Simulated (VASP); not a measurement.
Input of a VASP 6.6.1 run:

The input INCAR:

```
PREC     = Accurate       # precision mode
ENCUT    = 520            # plane-wave cutoff, eV
EDIFF    = 1E-7           # SCF threshold, eV
ISMEAR   = -1             # smearing method
SIGMA    = 0.08           # smearing width, eV
LREAL    = False          # projectors in reciprocal space
LASPH    = True           # aspherical terms in the spheres
NELM     = 80             # most SCF steps
ALGO     = Normal         # electronic algorithm
ISIF     = 2              # what is computed and relaxed
LWAVE    = False          # write WAVECAR
LCHARG   = False          # write CHGCAR
GGA      = CA             # functional
NBANDS   = 11             # bands
```

File KPOINTS:

```
Automatic mesh
0
Gamma
  13 13 13
```

Contents of POSCAR:

```
BeS
1.0
    0.0000000000      2.3144614809      2.3144614809
    2.3144614809      0.0000000000      2.3144614809
    2.3144614809      2.3144614809      0.0000000000
Be S
1 1
Direct
    0.0000000000      0.0000000000      0.0000000000
    0.5000000000      0.5000000000      0.5000000000
```

Potentials or basis: VASP PAW LDA potentials, release 64 (Be, S).

Command:

```bash
$ cat potpaw_LDA.64/Be/POTCAR potpaw_LDA.64/S/POTCAR > POTCAR
$ mpirun -np 1 vasp_std > vasp.out
```

Question: What does it give for the pressure?

Answer: -5.1 GPa.

Question: Estimate the band gap on the k mesh.

Answer: 1.00 eV, indirect (least direct gap 4.19 eV).

A k mesh can miss the band edges. As with any semilocal functional, this LDA gap is likely too small.
